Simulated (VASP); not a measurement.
# SnO (Pmn2_1) in VASP: single point with PBEsol

Aim: the single point of SnO with PBEsol.

Everything below comes from runs of VASP 6.6.1. Logs are shortened: lines on timing, memory, paths and dates and some standing lists are left out, and cuts for length are marked.

### Step 1. The cell of the first run

The structure is orthorhombic, space group Pmn2_1 (No. 31). The conventional cell has a = 3.355 Å, b = 5.674 Å, c = 4.222 Å, α = 90.00°, β = 90.00°, γ = 90.00°. Sn (site symmetry m) has 3 O at 2.15 to 2.16 Å within 2.8 Å. O (site symmetry m) has 3 Sn at 2.15 to 2.16 Å within 2.8 Å.

### Step 2. Single point, PBEsol

The input, INCAR:

```
SYSTEM = SnO
PREC = Accurate
ENCUT = 520
EDIFF = 1E-6
ISMEAR = 0
SIGMA = 0.01
LREAL = .False.
LASPH = .True.
NELM = 60
ALGO = Normal
ISIF = 2
LWAVE = .False.
LCHARG = .False.
GGA = PS
NBANDS = 28
```

The input, KPOINTS:

```
regular mesh
0
Gamma
  6 4 6
  0 0 0
```

The input, POSCAR:

```
SnO
1.0
    3.3550050000      0.0000000000      0.0000000000
    0.0000000000      5.6741040000      0.0000000000
    0.0000000000      0.0000000000      4.2219700000
Sn O
2 2
Direct
    0.0000000000      0.2319090000      0.5131440000
    0.5000000000      0.7680910000      0.0131440000
    0.0000000000      0.8912500000      0.7368570000
    0.5000000000      0.1087500000      0.2368570000
```

Potentials or basis: VASP PAW PBE potentials, release 64 (Sn_d, O).

On the command line:

```bash
$ cat potpaw_PBE.64/Sn_d/POTCAR potpaw_PBE.64/O/POTCAR > POTCAR
$ mpirun -np 1 vasp_std > vasp.out
```

OUTCAR:

```text
SYSTEM = SnO
   PREC = Accurate
   ENCUT = 520
   EDIFF = 1E-6
   ISMEAR = 0
   LREAL = .False.
   LASPH = .True.
   NELM = 60
   ISIF = 2
   GGA = PS

 ion  position               nearest neighbor table
   1  0.000  0.232  0.513-   3 2.15   4 2.16   4 2.16
   2  0.500  0.768  0.013-   4 2.15   3 2.16   3 2.16
   3  0.000  0.891  0.737-   1 2.15   2 2.16   2 2.16
   4  0.500  0.109  0.237-   2 2.15   1 2.16   1 2.16

  LATTYP: Found a simple orthorhombic cell.
 ALAT       =     3.3550050000
 B/A-ratio  =     1.2584094510
 C/A-ratio  =     1.6912356315

  Lattice vectors:

 A1 = (  -3.3550050000,   0.0000000000,   0.0000000000)
 A2 = (   0.0000000000,   0.0000000000,   4.2219700000)
 A3 = (   0.0000000000,   5.6741040000,   0.0000000000)

Analysis of symmetry for initial positions (statically):
=====================================================================
 Subroutine PRICEL returns:
 Original cell was already a primitive cell.

 Routine SETGRP: Setting up the symmetry group for a
 simple orthorhombic supercell.

 Subroutine GETGRP returns: Found  4 space group operations
 (whereof  2 operations were pure point group operations)
 out of a pool of  8 trial point group operations.

The static configuration has the point symmetry C_1h.
 The point group associated with its full space group is C_2v.

Analysis of symmetry for dynamics (positions and initial velocities):
=====================================================================
 Subroutine PRICEL returns:
 Original cell was already a primitive cell.

 Routine SETGRP: Setting up the symmetry group for a
 simple orthorhombic supercell.

 Subroutine GETGRP returns: Found  4 space group operations
 (whereof  2 operations were pure point group operations)
 out of a pool of  8 trial point group operations.

The dynamic configuration has the point symmetry C_1h.
 The point group associated with its full space group is C_2v.

 Subroutine INISYM returns: Found  4 space group operations
 (whereof  2 operations are pure point group operations),
 and found     1 'primitive' translations

----------------------------------------------------------------------------------------

                                     Primitive cell

  volume of cell :      80.3722

  direct lattice vectors                    reciprocal lattice vectors
     3.355005000  0.000000000  0.000000000     0.298062149  0.000000000  0.000000000
     0.000000000  5.674104000  0.000000000     0.000000000  0.176239279  0.000000000
     0.000000000  0.000000000  4.221970000     0.000000000  0.000000000  0.236856254

  length of vectors
     3.355005000  5.674104000  4.221970000     0.298062149  0.176239279  0.236856254

  position of ions in fractional coordinates (direct lattice)
     0.000000000  0.231909000  0.513144000
     0.500000000  0.768091000  0.013144000
     0.000000000  0.891250000  0.736857000
     0.500000000  0.108750000  0.236857000

  ion indices of the primitive-cell ions
   primitive index   ion index
                 1           1
                 2           2
                 3           3
                 4           4

----------------------------------------------------------------------------------------

 KPOINTS: regular mesh

Automatic generation of k-mesh.
 Grid dimensions read from file:
 generate k-points for:    6    4    6

 Generating k-lattice:

  Cartesian coordinates                     Fractional coordinates (reciprocal lattice)
     0.049677025  0.000000000  0.000000000     0.166666667  0.000000000  0.000000000
     0.000000000  0.044059820  0.000000000     0.000000000  0.250000000  0.000000000
     0.000000000  0.000000000  0.039476042     0.000000000  0.000000000  0.166666667

  Length of vectors
     0.049677025  0.044059820  0.039476042

  Shift w.r.t. Gamma in fractional coordinates (k-lattice)
     0.000000000  0.000000000  0.000000000

 Subroutine IBZKPT returns following result:
 ===========================================

 Found     48 irreducible k-points:

 Following reciprocal coordinates:
            Coordinates               Weight
  0.000000  0.000000  0.000000      1.000000
  0.166667  0.000000  0.000000      2.000000
  0.333333  0.000000  0.000000      2.000000
  0.500000  0.000000  0.000000      1.000000
  0.000000  0.250000  0.000000      2.000000
  0.166667  0.250000  0.000000      4.000000
[... 16 lines left out ...]
  0.333333  0.500000  0.166667      4.000000
  0.500000  0.500000  0.166667      2.000000
 [... further k-points ...]
   k-points           NKPTS =     48   k-points in BZ     NKDIM =     48   number of bands    NBANDS=     28
   number of dos      NEDOS =    301   number of ions     NIONS =      4
   total plane-waves  NPLWV =  37632
   dimension x,y,z NGX =    28 NGY =   42 NGZ =   32
   dimension x,y,z NGXF=    56 NGYF=   84 NGZF=   64
   ions per type =               2   2
   NGX,Y,Z   is equivalent  to a cutoff of  13.87, 12.31, 12.60 a.u.
   NGXF,Y,Z  is equivalent  to a cutoff of  27.75, 24.61, 25.20 a.u.
 SYSTEM =  SnO
   PREC   = accura    normal or accurate (medium, high low for compatibility)
   ISTART =      0    job   : 0-new  1-cont  2-samecut
   ICHARG =      2    charge: 1-file 2-atom 10-const
   ISPIN  =      1    spin polarized calculation?
   LNONCOLLINEAR =      F non collinear calculations
   LSORBIT =      F    spin-orbit coupling
   LASPH  =      T    aspherical Exc in radial PAW
   ENCUT  =  520.0 eV  38.22 Ry    6.18 a.u.   6.24 10.55  7.85*2*pi/ulx,y,z
   NELM   =     60;   NELMIN=  2; NELMDL= -5     # of ELM steps
   EDIFF  = 0.1E-05   stopping-criterion for ELM
   LREAL  =      F    real-space projection
   EDIFFG = 0.1E-04   stopping-criterion for IOM
   NSW    =      0    number of steps for IOM
   IBRION =     -1    ionic relax: 0-MD 1-quasi-New 2-CG
   NFREE  =      0    steps in history (QN), initial steepest desc. (CG)
   ISIF   =      2    stress and relaxation
   ISYM   =      2    0-nonsym 1-usesym 2-fastsym
   POTIM  = 0.5000    time-step for ionic-motion
   TEBEG  =    0.0;   TEEND  =   0.0 temperature during run
   PSTRESS=    0.0 pullay stress
   NELECT =      40.0000    total number of electrons
   NUPDOWN=      -1.0000    fix difference up-down
   EMIN   =  10.00;   EMAX   =-10.00  energy-range for DOS
   EFERMI =   0.00;   METHOD = LEGACY
   ISMEAR =     0;   SIGMA  =   0.01  broadening in eV -4-tet -1-fermi 0-gaus
   EFERMI_NEDOS =   21; number of points for ismear=-14 and -15
   IALGO  =     38    algorithm
   IMIX   =      4    mixing-type and parameters
     AMIX     =   0.40;   BMIX     =  1.00
     AMIX_MAG =   1.60;   BMIX_MAG =  1.00
  volume/ion in A,a.u.               =      20.09       135.59
  Fermi-wavevector in a.u.,A,eV,Ry     =   1.297357  2.451650 22.900458  1.683136
  Thomas-Fermi vector in A             =   2.428755
   LORBIT       =      0    0 simple, 1 ext, 2 COOP (PROOUT), +10 PAW based schemes
   GGA     = PS    functional components
   LHFCALC =     F    Hartree Fock is set to
   AEXX    =    0.0000 exact exchange contribution
   IVDW    =     0    specifies the selected vdW correction
   LEPSILON=     F    determine dielectric tensor
   LRPA    =     F    only Hartree local field effects (RPA)
 non-spin polarized calculation
 Gauss-broadening in eV      SIGMA  =   0.01
  energy-cutoff  :      520.00
  volume of cell :       80.37
 maximum number of plane-waves:      2182
 NGX is ok and might be reduce to    28
   NGX = 13   NGY = 21   NGZ = 15

 number of electron      39.9999992 magnetization

 Free energy of the ion-electron system (eV)
  ---------------------------------------------------
  ext. energy  EPLUGINS =         0.00000000
  ---------------------------------------------------
  free energy    TOTEN  =       -23.79675995 eV

  energy without entropy =      -23.79675995  energy(sigma->0) =      -23.79675995

 E-fermi :   4.7922     XC(G=0):  -9.7647

 val. band max:        4.7072251275   @ k =   0.0000   0.0000   0.0000
 cond. band min:       6.2852651554   @ k =   0.3333   0.5000   0.0000
 fundamental gap:      1.5780400280
 Fermi energy:         4.7921792454

 k-point     1 :       0.0000    0.0000    0.0000
  band No.  band energies     occupation
      1     -16.4171      2.00000
      2     -16.0904      2.00000
      3     -16.0064      2.00000
      4     -15.9800      2.00000
      5     -15.9526      2.00000
      6     -15.9213      2.00000
[... 20 lines left out ...]
     27      13.3579      0.00000
     28      13.9401      0.00000

 k-point     2 :       0.1667    0.0000    0.0000
  band No.  band energies     occupation
      1     -16.4067      2.00000
      2     -16.0960      2.00000
      3     -16.0205      2.00000
      4     -15.9897      2.00000
      5     -15.9651      2.00000
      6     -15.9224      2.00000
[... 20 lines left out ...]
     27      13.2937      0.00000
     28      14.1105      0.00000

 k-point     3 :       0.3333    0.0000    0.0000
  band No.  band energies     occupation
      1     -16.4008      2.00000
      2     -16.2583      2.00000
      3     -15.9755      2.00000
      4     -15.9626      2.00000
      5     -15.9490      2.00000
      6     -15.9305      2.00000
[... 20 lines left out ...]
     27      12.7780      0.00000
     28      14.3589      0.00000

 k-point     4 :       0.5000    0.0000    0.0000
  band No.  band energies     occupation
      1     -16.3720      2.00000
      2     -16.3720      2.00000
      3     -15.9648      2.00000
      4     -15.9648      2.00000
      5     -15.9298      2.00000
      6     -15.9298      2.00000
[... 578 lines left out ...]
     27      14.0391      0.00000
     28      15.0260      0.00000

 k-point    23 :       0.3333    0.5000    0.1667
  band No.  band energies     occupation
      1     -16.3987      2.00000
      2     -16.2758      2.00000
      3     -15.9734      2.00000
      4     -15.9721      2.00000
      5     -15.9418      2.00000
      6     -15.9320      2.00000
[... 20 lines left out ...]
     27      13.8701      0.00000
     28      14.3929      0.00000

 k-point    24 :       0.5000    0.5000    0.1667
  band No.  band energies     occupation
      1     -16.3811      2.00000
      2     -16.3811      2.00000
      3     -15.9690      2.00000
      4     -15.9690      2.00000
      5     -15.9244      2.00000
      6     -15.9244      2.00000
[... 20 lines left out ...]
     27      13.8107      0.00000
     28      13.8107      0.00000

 [... further k-points ...]
[... 5 lines left out ...]
  --------------------------------------------------------------------------------------
  -------------------------------------------------------------------------------------
  Total       -1.7714189     -1.2981717     -1.2788153      0.0000000      0.0000000      0.0000000
  in kB      -35.3123198    -25.8783813    -25.4925226      0.0000000      0.0000000      0.0000000
  external PRESSURE =     -28.8944079 kB  Pullay stress =       0.0000000 kB

 VOLUME and BASIS-vectors are now :
 -----------------------------------------------------------------------------
  energy-cutoff  :      520.00
  volume of cell :       80.37
      direct lattice vectors                 reciprocal lattice vectors
     3.355005000  0.000000000  0.000000000     0.298062149  0.000000000  0.000000000
     0.000000000  5.674104000  0.000000000     0.000000000  0.176239279  0.000000000
     0.000000000  0.000000000  4.221970000     0.000000000  0.000000000  0.236856254

 POSITION                                       TOTAL-FORCE (eV/Angst)
 -----------------------------------------------------------------------------------
      0.00000      1.31588      2.16648         0.000000     -0.336338     -0.097261
      1.67750      4.35823      0.05549         0.000000      0.336338     -0.097261
      0.00000      5.05705      3.11099         0.000000      0.121327      0.097261
      1.67750      0.61706      1.00000         0.000000     -0.121327      0.097261
 -----------------------------------------------------------------------------------
    total drift:                                0.000000      0.000000      0.000073

  FREE ENERGIE OF THE ION-ELECTRON SYSTEM (eV)
  ---------------------------------------------------
  free  energy   TOTEN  =       -23.7967599504 eV

  energy  without entropy=      -23.7967599504  energy(sigma->0) =      -23.79675995
```

Run time: 2.6 min. Hardware: 1 thread of AMD EPYC 7R43 (Zen 3), shared host; peak memory 0.2 GiB.

Results:

| Item | Value |
| --- | --- |
| Free energy | -23.7968 eV |
| Pressure | -2.9 GPa |
| Largest force | 0.350 eV/Å |
| Band gap on the k mesh | 1.58 eV, indirect (least direct gap 2.33 eV) |

Forces on the atoms (eV/Å):
```
Sn   0.000 -0.336 -0.097
Sn   0.000  0.336 -0.097
O    0.000  0.121  0.097
O    0.000 -0.121  0.097
```

Caveat: the PAW data sets were made with another functional, which shifts forces and pressure a little; spin-orbit coupling is left out, which moves the levels of the heavy elements. A k mesh can miss the band edges.
